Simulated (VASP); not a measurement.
# W (Pm-3m) in VASP: a series of runs, part 2 of 2

VASP 6.6.1.

## 3. Relaxation of cell and atoms, LDA

This run uses another cell than the first one, of 16.64 Å³/atom, 0.952 times its volume.

Contents of INCAR:

```
SYSTEM = W
  PREC = Accurate
  ENCUT = 600
  EDIFF = 1E-6
  ISMEAR = -1
  SIGMA = 0.08
  LREAL = .FALSE.
  LASPH = .TRUE.
  NELM = 100
  ALGO = Normal
  ISIF = 3
  LWAVE = .FALSE.
  LCHARG = .FALSE.
  IBRION = 2
  NSW = 60
  EDIFFG = -0.005
```

Contents of KPOINTS:

```
Automatic mesh
0
G
  15 15 15
  0 0 0
```

Contents of POSCAR:

```
W
1.0
    2.5532001346      0.0000000000      0.0000000000
    0.0000000000      2.5532001346      0.0000000000
    0.0000000000      0.0000000000      2.5532001346
W
1
Direct
    0.0000000000      0.0000000000      0.0000000000
```

Potentials or basis: VASP PAW LDA potentials, release 64 (W_sv).

Run with:

```console
cat potpaw_LDA.64/W_sv/POTCAR > POTCAR
mpirun -np 1 vasp_std > vasp.out
```

OUTCAR:

```text
SYSTEM = W
   PREC = Accurate
   ENCUT = 600
   EDIFF = 1E-6
   ISMEAR = -1
   LREAL = .FALSE.
   LASPH = .TRUE.
   NELM = 100
   ISIF = 3
   IBRION = 2
   NSW = 60
   EDIFFG = -0.005

 ion  position               nearest neighbor table
   1  0.000  0.000  0.000-

  LATTYP: Found a simple cubic cell.
 ALAT       =     2.5532001346

  Lattice vectors:

 A1 = (   2.5532001346,   0.0000000000,   0.0000000000)
 A2 = (   0.0000000000,   2.5532001346,   0.0000000000)
 A3 = (   0.0000000000,   0.0000000000,   2.5532001346)

Analysis of symmetry for initial positions (statically):
=====================================================================
 Subroutine PRICEL returns:
 Original cell was already a primitive cell.

 Routine SETGRP: Setting up the symmetry group for a
 simple cubic supercell.

 Subroutine GETGRP returns: Found 48 space group operations
 (whereof 48 operations were pure point group operations)
 out of a pool of 48 trial point group operations.

The static configuration has the point symmetry O_h .

Analysis of symmetry for dynamics (positions and initial velocities):
=====================================================================
 Subroutine PRICEL returns:
 Original cell was already a primitive cell.

 Routine SETGRP: Setting up the symmetry group for a
 simple cubic supercell.

 Subroutine GETGRP returns: Found 48 space group operations
[... 140 lines left out ...]

 number of electron      14.0000001 magnetization

 Free energy of the ion-electron system (eV)
  ---------------------------------------------------
  ext. energy  EPLUGINS =         0.00000000
  ---------------------------------------------------
  free energy    TOTEN  =       -12.60266680 eV

  energy without entropy =      -12.57580789  energy(sigma->0) =      -12.58923734

 E-fermi :  10.4123     XC(G=0): -13.4058

 val. band max:       10.3973228372   @ k =   0.4000   0.2667   0.2000
 cond. band min:      10.4713792169   @ k =   0.4000   0.3333   0.2000
 fundamental gap:      0.0740563798
 Fermi energy:        10.4123215567

 k-point     1 :       0.0000    0.0000    0.0000
  band No.  band energies     occupation
      1     -63.1115      2.00000
      2     -26.8050      2.00000
      3     -26.8050      2.00000
      4     -26.8050      2.00000
      5       1.5356      2.00000
      6       5.6503      2.00000
      7       5.6503      2.00000
      8      15.8011      0.00000
      9      15.8011      0.00000
     10      15.8011      0.00000
     11      26.0380      0.00000
[... 426 lines left out ...]
--------------------------------------- Ionic step        4  -------------------------------------------

 number of electron      14.0000004 magnetization

 Free energy of the ion-electron system (eV)
  ---------------------------------------------------
  ext. energy  EPLUGINS =         0.00000000
  ---------------------------------------------------
  free energy    TOTEN  =       -12.64556431 eV

  energy without entropy =      -12.62003816  energy(sigma->0) =      -12.63280124

 E-fermi :   9.6300     XC(G=0): -13.0984

 val. band max:        9.6246341492   @ k =   0.3333   0.2000   0.2000
 cond. band min:       9.6414927816   @ k =   0.4000   0.3333   0.1333
 fundamental gap:      0.0168586323
 Fermi energy:         9.6299571309

 k-point     1 :       0.0000    0.0000    0.0000
  band No.  band energies     occupation
      1     -63.9113      2.00000
      2     -27.7030      2.00000
      3     -27.7030      2.00000
      4     -27.7030      2.00000
      5       1.0472      2.00000
      6       5.2069      2.00000
      7       5.2069      2.00000
      8      14.6340      0.00000
      9      14.6340      0.00000
     10      14.6340      0.00000
     11      24.7527      0.00000
[... 350 lines left out ...]
  FREE ENERGIE OF THE ION-ELECTRON SYSTEM (eV)
  ---------------------------------------------------
  free  energy   TOTEN  =       -12.6455643134 eV

  energy  without entropy=      -12.6200381620  energy(sigma->0) =      -12.63280124

 reached required accuracy - stopping structural energy minimisation
```

CONTCAR:

```text
W
   1.00000000000000
     2.6014624696876325   -0.0000000000000000    0.0000000000000000
     0.0000000000000000    2.6014624696876325    0.0000000000000000
    -0.0000000000000000   -0.0000000000000000    2.6014624696876325
  W
     1
Direct
     0.0000000000000000    0.0000000000000000    0.0000000000000000

  0.00000000E+00  0.00000000E+00  0.00000000E+00
```

Run time: 35 s. Hardware: 1 thread of AMD EPYC 7R43 (Zen 3), shared host; peak memory 0.11 GiB.

Results:

| Quantity | Value |
| --- | --- |
| Free energy | -12.6456 eV |
| Relaxed volume | 17.61 Å³/atom |
| Relaxed cell | a = 2.601 Å, b = 2.601 Å, c = 2.601 Å, α = 90.00°, β = 90.00°, γ = 90.00° |
| Space group after relaxing (to 0.05 Å) | Pm-3m (No. 221) |
| Energy gained by relaxing | 42.9 meV/atom |
| Ionic steps | 4 |
| Pressure after relaxing | 0.0 GPa |
| Band gap on the k mesh | zero (band 7 reaches 11.57 eV, above the bottom of band 8 at 8.72 eV) |

Step by step:
| step | energy change (eV) | largest force (eV/Å) | pressure (GPa) | volume (Å³) |
| --- | --- | --- | --- | --- |
| 1 | 0.0000 | 0.0000 | 15.01 | 16.64 |
| 2 | 0.2652 | 0.0000 | -27.85 | 20.69 |
| 3 | -0.0427 | 0.0000 | -0.88 | 17.67 |
| 4 | -0.0429 | 0.0000 | -0.04 | 17.61 |

Final structure:
```yaml
crystal:
  lattice:
    - [2.60146, 0.00000, 0.00000]
    - [0.00000, 2.60146, 0.00000]
    - [0.00000, 0.00000, 2.60146]
  atoms:
    - { symbol: W, position: [0.00000, 0.00000, 0.00000] }
```

Caveat: spin-orbit coupling is left out, which moves the levels of the heavy elements.

## 4. Single point, LDA, collinear spin, ferromagnetic start

Contents of INCAR:

```
SYSTEM = W
PREC     = Accurate       ! precision mode
ENCUT    = 520            ! plane-wave cutoff, eV
EDIFF    = 1E-6           ! SCF threshold, eV
ISMEAR   = -1             ! smearing method
SIGMA    = 0.08           ! smearing width, eV
LREAL    = .False.        ! projectors in reciprocal space
LASPH    = .True.         ! aspherical terms in the spheres
NELM     = 150            ! most SCF steps
ALGO     = Normal         ! electronic algorithm
ISIF     = 2              ! what is computed and relaxed
LWAVE    = .False.        ! write WAVECAR
LCHARG   = .True.         ! write CHGCAR
ISPIN    = 2              ! spin polarisation
MAGMOM   = 0.2            ! initial moments
LORBIT   = 11             ! projections on sites
LMAXMIX  = 4              ! l up to which the mixer works
GGA      = CA             ! functional
LELF     = .True.         ! ELF
LVHAR    = .True.       
NBANDS   = 17             ! bands
```

Contents of KPOINTS:

```
Automatic mesh
0
Gamma
  15 15 15
  0 0 0
```

Contents of POSCAR:

```
W
1.0
    2.5954848852      0.0000000000      0.0000000000
    0.0000000000      2.5954848852      0.0000000000
    0.0000000000      0.0000000000      2.5954848852
W
1
Direct
    0.0000000000      0.0000000000      0.0000000000
```

Run with:

```console
cat potpaw_LDA.64/W_sv/POTCAR > POTCAR
mpirun -np 1 vasp_std > vasp.out
```

Wall time 44 s (1 thread of AMD EPYC 7R43 (Zen 3), shared host); peak memory 0.12 GiB.

Results (log left out):

* Free energy: -12.6451 eV
* Pressure: 1.6 GPa
* Band gap on the k mesh: zero (filled and empty bands overlap)
* Net moment: 0.00 μB per cell
* Valence electrons inside the program's atomic spheres: W 12.25

Levels at points of the mesh, in eV from the Fermi level:
Spin up:
```tsv
k point	band 3	band 4	band 5	band 6	band 7	band 8	band 9	band 10	band 11	band 12
(0.00, 0.00, 0.00)	-37.32	-37.32	-8.62	-4.46	-4.46	5.05	5.05	5.05	15.18	15.18
```
Spin down:
```tsv
k point	band 3	band 4	band 5	band 6	band 7	band 8	band 9	band 10	band 11	band 12
(0.00, 0.00, 0.00)	-37.32	-37.32	-8.62	-4.46	-4.46	5.05	5.05	5.05	15.18	15.18
```

Caveat: spin-orbit coupling is left out, which moves the levels of the heavy elements.

## 5. Single point, LDA

This run uses another cell than the first one, of 13.29 Å³/atom, 0.760 times its volume.

Contents of INCAR:

```
PREC = Accurate ; ENCUT = 520
EDIFF = 1E-6 ; ISMEAR = -1
SIGMA = 0.08 ; LREAL = F
LASPH = T ; NELM = 80
ALGO = Normal ; ISIF = 2
LWAVE = F ; LCHARG = F
GGA = CA ; NBANDS = 13
ISYM = 0
```

Contents of KPOINTS:

```
Automatic mesh
0
Gamma
  15 15 15
```

Contents of POSCAR:

```
W
1.0
    2.3685889645      0.0000000000      0.0000000000
    0.0000000000      2.3685889645      0.0000000000
    0.0000000000      0.0000000000      2.3685889645
W
1
Direct
    0.0000000000      0.0000000000      0.0000000000
```

Run with:

```console
cat potpaw_LDA.64/W_sv/POTCAR > POTCAR
mpirun -np 1 vasp_std > vasp.out
```

Run time: 2.7 min. Hardware: 1 thread of AMD EPYC 7R43 (Zen 3), shared host; peak memory 0.31 GiB.

It converged, with:

- Free energy: -11.3844 eV
- Pressure: 118.9 GPa
- Band gap on the k mesh: zero (band 7 reaches 16.39 eV, above the bottom of band 8 at 12.80 eV)

Levels at points of the mesh, in eV from the Fermi level:
```
           k point  band 4  band 5  band 6  band 7  band 8  band 9  band 10  band 11
(0.00, 0.00, 0.00)  -36.89  -10.13   -6.50   -6.50    7.02    7.02     7.02    17.72
```

Caveat: spin-orbit coupling is left out, which moves the levels of the heavy elements.

## 6. Overview

```tsv
task	level	spin	U	cell	cutoff (eV)	gap on the mesh (eV)	pressure (GPa)
single point	LDA+U	off	W d U = 4.0 eV	a = 2.595 Å, 1 atom	520	none	10.6
relaxation of cell and atoms	LDA	off	-	relaxed from a = 2.553 Å, 1 atom	600	none	0.0
single point	LDA	collinear, ferromagnetic start	-	a = 2.595 Å, 1 atom	520	none	1.6
single point	LDA	off	-	a = 2.369 Å, 1 atom	520	none	118.9
```

Alike in all rows: potentials or basis VASP PAW LDA potentials, release 64 (W_sv); k mesh 15 × 15 × 15; smearing fermi-dirac 0.08 eV.

Caveats: spin-orbit coupling is left out, which moves the levels of the heavy elements; U without spin polarisation on a metal has little footing (some runs); the U is typed as a test and isn't derived for this compound (some runs).

Absolute energies hang on the potentials; compare differences alone.
